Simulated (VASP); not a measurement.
# Sr2V (P-3m1) in VASP: a series of runs

The runs below take Sr2V through single point, relaxation of cell and atoms, with PBE.

Everything below comes from runs of VASP 6.6.1. Logs are shortened: lines on timing, memory, paths and dates and some standing lists are left out, and cuts for length are marked.

### 1 The cell of the first run

It takes space group P-3m1 (No. 164, trigonal). Conventional cell: a = 3.756 Å, b = 3.756 Å, c = 6.758 Å, α = 90.00°, β = 90.00°, γ = 120.00°. Sr (site symmetry 3m) has 3 V at 2.63 Å within 3.5 Å. Within 3.5 Å of V (site symmetry -3m) lie 6 Sr at 2.63 Å.

The cell was generated, and may not be a known phase.

### 2 Single point, PBE, collinear spin, ferromagnetic start

Contents of INCAR:

```
  PREC = Accurate
  ENCUT = 520
  EDIFF = 1E-7
  ISMEAR = 0
  SIGMA = 0.1
  LREAL = F
  LASPH = T
  NELM = 150
  ALGO = Normal
  ISIF = 2
  LWAVE = F
  LCHARG = F
  ISPIN = 2
  MAGMOM = 0 0 2
  LORBIT = 11
  LMAXMIX = 4
  GGA = PE
  NBANDS = 28
```

Contents of KPOINTS:

```
Automatic mesh
0
Gamma
  6 6 4
```

Contents of POSCAR:

```
Sr2V
1.0
    3.7564705900      0.0000000000      0.0000000000
   -1.8782352900      3.2531989600      0.0000000000
    0.0000000000      0.0000000000      6.7578613600
Sr V
2 1
Direct
    0.3333333300      0.6666666700      0.2786120000
    0.6666666700      0.3333333300      0.7213880000
    0.0000000000      0.0000000000      0.5000000000
```

Potentials or basis: VASP PAW PBE potentials, release 64 (Sr_sv, V_sv).

On the command line:

```sh
$ cat potpaw_PBE.64/Sr_sv/POTCAR potpaw_PBE.64/V_sv/POTCAR > POTCAR
$ mpirun -np 1 vasp_std > vasp.out
```

OUTCAR:

```text
PREC = Accurate
   ENCUT = 520
   EDIFF = 1E-7
   ISMEAR = 0
   LREAL = F
   LASPH = T
   NELM = 150
   ISIF = 2
   ISPIN = 2
   LORBIT = 11
   GGA = PE

 ion  position               nearest neighbor table
   1  0.333  0.667  0.279-   3 2.63   3 2.63   3 2.63   2 3.70   2 3.70   2 3.70   2 4.35   2 4.35
                             2 4.35
   2  0.667  0.333  0.721-   3 2.63   3 2.63   3 2.63   1 3.70   1 3.70   1 3.70   1 4.35   1 4.35
                             1 4.35
   3  0.000  0.000  0.500-   1 2.63   2 2.63   1 2.63   2 2.63   2 2.63   1 2.63

  LATTYP: Found a hexagonal cell.
 ALAT       =     3.7564705900
 C/A-ratio  =     1.7989922184

  Lattice vectors:

 A1 = (   3.7564705900,   0.0000000000,   0.0000000000)
 A2 = (  -1.8782352900,   3.2531989600,   0.0000000000)
 A3 = (   0.0000000000,   0.0000000000,   6.7578613600)

Analysis of symmetry for initial positions (statically):
=====================================================================
 Subroutine PRICEL returns:
 Original cell was already a primitive cell.

 Routine SETGRP: Setting up the symmetry group for a
 hexagonal supercell.

 Subroutine GETGRP returns: Found 12 space group operations
 (whereof 12 operations were pure point group operations)
 out of a pool of 24 trial point group operations.

The static configuration has the point symmetry D_3d.

Analysis of symmetry for dynamics (positions and initial velocities):
=====================================================================
 Subroutine PRICEL returns:
 Original cell was already a primitive cell.

 Routine SETGRP: Setting up the symmetry group for a
 hexagonal supercell.

 Subroutine GETGRP returns: Found 12 space group operations
 (whereof 12 operations were pure point group operations)
 out of a pool of 24 trial point group operations.

The dynamic configuration has the point symmetry D_3d.

Analysis of structural, dynamic, and magnetic symmetry:
=====================================================================
 Subroutine PRICEL returns:
 Original cell was already a primitive cell.

 Routine SETGRP: Setting up the symmetry group for a
 hexagonal supercell.

 Subroutine GETGRP returns: Found 12 space group operations
 (whereof 12 operations were pure point group operations)
 out of a pool of 24 trial point group operations.

The overall configuration has the point symmetry D_3d.

 Subroutine INISYM returns: Found 12 space group operations
 (whereof 12 operations are pure point group operations),
 and found     1 'primitive' translations

----------------------------------------------------------------------------------------

                                     Primitive cell

  volume of cell :      82.5848

  direct lattice vectors                    reciprocal lattice vectors
     3.756470590  0.000000000  0.000000000     0.266207328  0.153694872  0.000000000
    -1.878235290  3.253198960  0.000000000     0.000000000  0.307389745  0.000000000
     0.000000000  0.000000000  6.757861360     0.000000000  0.000000000  0.147975809

  length of vectors
     3.756470590  3.756470588  6.757861360     0.307389745  0.307389745  0.147975809

  position of ions in fractional coordinates (direct lattice)
     0.333333330  0.666666670  0.278612000
     0.666666670  0.333333330  0.721388000
     0.000000000  0.000000000  0.500000000

  ion indices of the primitive-cell ions
   primitive index   ion index
                 1           1
                 2           2
                 3           3

----------------------------------------------------------------------------------------

 KPOINTS: Automatic mesh

Automatic generation of k-mesh.
 Grid dimensions read from file:
 generate k-points for:    6    6    4

 Generating k-lattice:

  Cartesian coordinates                     Fractional coordinates (reciprocal lattice)
     0.044367888  0.025615812  0.000000000     0.166666667 -0.000000000  0.000000000
     0.000000000  0.051231624  0.000000000     0.000000000  0.166666667  0.000000000
     0.000000000  0.000000000  0.036993952     0.000000000  0.000000000  0.250000000

  Length of vectors
     0.051231624  0.051231624  0.036993952

  Shift w.r.t. Gamma in fractional coordinates (k-lattice)
     0.000000000  0.000000000  0.000000000

 Subroutine IBZKPT returns following result:
 ===========================================

 Found     24 irreducible k-points:

 Following reciprocal coordinates:
            Coordinates               Weight
  0.000000  0.000000  0.000000      1.000000
  0.166667  0.000000  0.000000      6.000000
  0.333333 -0.000000  0.000000      6.000000
  0.500000 -0.000000  0.000000      3.000000
  0.166667  0.166667  0.000000      6.000000
  0.333333  0.166667  0.000000     12.000000
[... 16 lines left out ...]
  0.333333  0.166667  0.500000     12.000000
  0.333333  0.333333  0.500000      2.000000
   k-points           NKPTS =     24   k-points in BZ     NKDIM =     24   number of bands    NBANDS=     28
   number of dos      NEDOS =    301   number of ions     NIONS =      3
   total plane-waves  NPLWV =  39200
   dimension x,y,z NGX =    28 NGY =   28 NGZ =   50
   dimension x,y,z NGXF=    56 NGYF=   56 NGZF=  100
   ions per type =               2   1
   NGX,Y,Z   is equivalent  to a cutoff of  12.39, 12.39, 12.30 a.u.
   NGXF,Y,Z  is equivalent  to a cutoff of  24.78, 24.78, 24.60 a.u.
 SYSTEM =  unknown system
   PREC   = accura    normal or accurate (medium, high low for compatibility)
   ISTART =      0    job   : 0-new  1-cont  2-samecut
   ICHARG =      2    charge: 1-file 2-atom 10-const
   ISPIN  =      2    spin polarized calculation?
   LNONCOLLINEAR =      F non collinear calculations
   LSORBIT =      F    spin-orbit coupling
   LASPH  =      T    aspherical Exc in radial PAW
   ENCUT  =  520.0 eV  38.22 Ry    6.18 a.u.   6.98  6.98 12.57*2*pi/ulx,y,z
   NELM   =    150;   NELMIN=  2; NELMDL= -5     # of ELM steps
   EDIFF  = 0.1E-06   stopping-criterion for ELM
   LREAL  =      F    real-space projection
   EDIFFG = 0.1E-05   stopping-criterion for IOM
   NSW    =      0    number of steps for IOM
   IBRION =     -1    ionic relax: 0-MD 1-quasi-New 2-CG
   NFREE  =      0    steps in history (QN), initial steepest desc. (CG)
   ISIF   =      2    stress and relaxation
   ISYM   =      2    0-nonsym 1-usesym 2-fastsym
   POTIM  = 0.5000    time-step for ionic-motion
   TEBEG  =    0.0;   TEEND  =   0.0 temperature during run
   PSTRESS=    0.0 pullay stress
   NELECT =      33.0000    total number of electrons
   NUPDOWN=      -1.0000    fix difference up-down
   EMIN   =  10.00;   EMAX   =-10.00  energy-range for DOS
   EFERMI =   0.00;   METHOD = LEGACY
   ISMEAR =     0;   SIGMA  =   0.10  broadening in eV -4-tet -1-fermi 0-gaus
   EFERMI_NEDOS =   21; number of points for ismear=-14 and -15
   IALGO  =     38    algorithm
   IMIX   =      4    mixing-type and parameters
     AMIX     =   0.40;   BMIX     =  1.00
     AMIX_MAG =   1.60;   BMIX_MAG =  1.00
  volume/ion in A,a.u.               =      27.53       185.77
  Fermi-wavevector in a.u.,A,eV,Ry     =   1.205812  2.278654 19.782626  1.453982
  Thomas-Fermi vector in A             =   2.341497
   LORBIT       =     11    0 simple, 1 ext, 2 COOP (PROOUT), +10 PAW based schemes
   GGA     = PE    functional components
   LHFCALC =     F    Hartree Fock is set to
   AEXX    =    0.0000 exact exchange contribution
   IVDW    =     0    specifies the selected vdW correction
   LEPSILON=     F    determine dielectric tensor
   LRPA    =     F    only Hartree local field effects (RPA)
 spin polarized calculation
 Gauss-broadening in eV      SIGMA  =   0.10
  energy-cutoff  :      520.00
  volume of cell :       82.58
 maximum number of plane-waves:      2247
   NGX = 13   NGY = 13   NGZ = 25

 number of electron      32.9999999 magnetization       3.0060641

 Free energy of the ion-electron system (eV)
  ---------------------------------------------------
  ext. energy  EPLUGINS =         0.00000000
  ---------------------------------------------------
  free energy    TOTEN  =        -6.70262056 eV

  energy without entropy =       -6.68338714  energy(sigma->0) =       -6.69300385

 E-fermi :   3.9740     XC(G=0):  -9.3399

 val. band max:        3.9728413384   @ k =   0.0000   0.1667   0.2500
 cond. band min:       3.9766512469   @ k =   0.1667   0.1667   0.2500
 fundamental gap:      0.0038099085
 Fermi energy:         3.9740196342

 spin component 1

 k-point     1 :       0.0000    0.0000    0.0000
  band No.  band energies     occupation
      1     -60.1193      1.00000
      2     -34.1608      1.00000
      3     -34.1367      1.00000
      4     -34.1367      1.00000
      5     -31.0766      1.00000
      6     -30.9504      1.00000
[... 20 lines left out ...]
     27      10.0804      0.00000
     28      10.2597      0.00000

 k-point     2 :       0.1667    0.0000    0.0000
  band No.  band energies     occupation
      1     -60.1188      1.00000
      2     -34.1569      1.00000
      3     -34.1483      1.00000
      4     -34.1388      1.00000
      5     -31.0442      1.00000
      6     -30.9555      1.00000
[... 20 lines left out ...]
     27       9.5504      0.00000
     28      10.7991      0.00000

 k-point     3 :       0.3333   -0.0000    0.0000
  band No.  band energies     occupation
      1     -60.1178      1.00000
      2     -34.1925      1.00000
      3     -34.1429      1.00000
      4     -34.1268      1.00000
      5     -30.9915      1.00000
      6     -30.9543      1.00000
[... 615 lines left out ...]
      2     -34.1985      1.00000
      3     -34.1563      1.00000
      4     -34.1164      1.00000
      5     -30.9745      1.00000
      6     -30.9445      1.00000
[... 20 lines left out ...]
     27      10.3324      0.00000
     28      11.2196      0.00000

 k-point    24 :       0.3333    0.3333    0.5000
  band No.  band energies     occupation
      1     -60.1170      1.00000
      2     -34.1817      1.00000
      3     -34.1817      1.00000
      4     -34.1123      1.00000
      5     -30.9527      1.00000
      6     -30.9527      1.00000
[... 20 lines left out ...]
     27      10.1229      0.00000
     28      11.4332      0.00000
 Fermi energy:         3.9740196342

 spin component 2

 k-point     1 :       0.0000    0.0000    0.0000
  band No.  band energies     occupation
      1     -57.8753      1.00000
      2     -31.9899      1.00000
      3     -31.9207      1.00000
      4     -31.9207      1.00000
      5     -30.9930      1.00000
      6     -30.7586      1.00000
[... 20 lines left out ...]
     27      10.3288      0.00000
     28      10.3288      0.00000

 k-point     2 :       0.1667    0.0000    0.0000
  band No.  band energies     occupation
      1     -57.8747      1.00000
      2     -31.9761      1.00000
      3     -31.9505      1.00000
      4     -31.9231      1.00000
      5     -30.9336      1.00000
      6     -30.7842      1.00000
[... 20 lines left out ...]
     27      10.1284      0.00000
     28      10.8776      0.00000

 k-point     3 :       0.3333   -0.0000    0.0000
  band No.  band energies     occupation
      1     -57.8736      1.00000
      2     -32.0572      1.00000
      3     -31.9279      1.00000
      4     -31.8807      1.00000
      5     -30.8793      1.00000
      6     -30.7910      1.00000
[... 616 lines left out ...]
      3     -31.9615      1.00000
      4     -31.8445      1.00000
      5     -30.8674      1.00000
      6     -30.7807      1.00000
[... 20 lines left out ...]
     27      10.4667      0.00000
     28      11.4178      0.00000

 k-point    24 :       0.3333    0.3333    0.5000
  band No.  band energies     occupation
      1     -57.8727      1.00000
      2     -32.0235      1.00000
      3     -32.0235      1.00000
      4     -31.8317      1.00000
      5     -30.8169      1.00000
      6     -30.8169      1.00000
[... 20 lines left out ...]
     27      10.4300      0.00000
     28      11.5172      0.00000

------------------------ aborting loop because EDIFF is reached ----------------------------------------

  FORCE on cell =-STRESS in cart. coord.  units (eV):
  Direction    XX          YY          ZZ          XY          YZ          ZX
  --------------------------------------------------------------------------------------
  -------------------------------------------------------------------------------------
  Total        9.2149062      9.2149062     11.2136709      0.0000000      0.0000000      0.0000000
  in kB      178.7728676    178.7728676    217.5497013      0.0000003      0.0000000      0.0000000
  external PRESSURE =     191.6984789 kB  Pullay stress =       0.0000000 kB

 VOLUME and BASIS-vectors are now :
 -----------------------------------------------------------------------------
  energy-cutoff  :      520.00
  volume of cell :       82.58
      direct lattice vectors                 reciprocal lattice vectors
     3.756470590  0.000000000  0.000000000     0.266207328  0.153694872  0.000000000
    -1.878235290  3.253198960  0.000000000     0.000000000  0.307389745  0.000000000
     0.000000000  0.000000000  6.757861360     0.000000000  0.000000000  0.147975809

 POSITION                                       TOTAL-FORCE (eV/Angst)
 -----------------------------------------------------------------------------------
     -0.00000      2.16880      1.88282         0.000000      0.000000     -3.955721
      1.87824      1.08440      4.87504         0.000000      0.000000      3.955721
      0.00000      0.00000      3.37893        -0.000000      0.000000      0.000000
 -----------------------------------------------------------------------------------
    total drift:                               -0.000000      0.000000      0.000000

  FREE ENERGIE OF THE ION-ELECTRON SYSTEM (eV)
  ---------------------------------------------------
  free  energy   TOTEN  =        -6.7026205584 eV

  energy  without entropy=       -6.6833871402  energy(sigma->0) =       -6.69300385

 total charge

# of ion       s       p       d       tot
------------------------------------------
    1        2.089   5.723   0.468   8.280
    2        2.089   5.723   0.468   8.280
    3        2.302   6.053   3.502  11.857
--------------------------------------------------
tot          6.480  17.500   4.437  28.417

 magnetization (x)

# of ion       s       p       d       tot
------------------------------------------
    1        0.010   0.023   0.103   0.136
    2        0.010   0.023   0.103   0.136
    3        0.109   0.012   2.373   2.495
--------------------------------------------------
tot          0.129   0.058   2.580   2.768
```

It took 61 s on 1 thread of Intel Xeon 6975P-C (Granite Rapids), shared host; peak memory 0.27 GiB.

What came out:

- Free energy: -6.7026 eV
- Pressure: 19.2 GPa
- Largest force: 3.956 eV/Å
- Band gap on the k mesh: zero (filled and empty bands overlap)
- Net moment: 3.01 μB per cell
- Site moments: Sr +0.14; V +2.50 μB
- Valence electrons inside the program's atomic spheres: Sr 8.28; V 11.86

Forces on the atoms (eV/Å):
```
Sr   0.000  0.000 -3.956
Sr   0.000  0.000  3.956
V    0.000  0.000  0.000
```

Caveat: the cell stands under pressure; forces of over 1 eV/Å act on the atoms, so gaps and moduli don't describe the material at rest.

(Continued in part 2 of 2.)
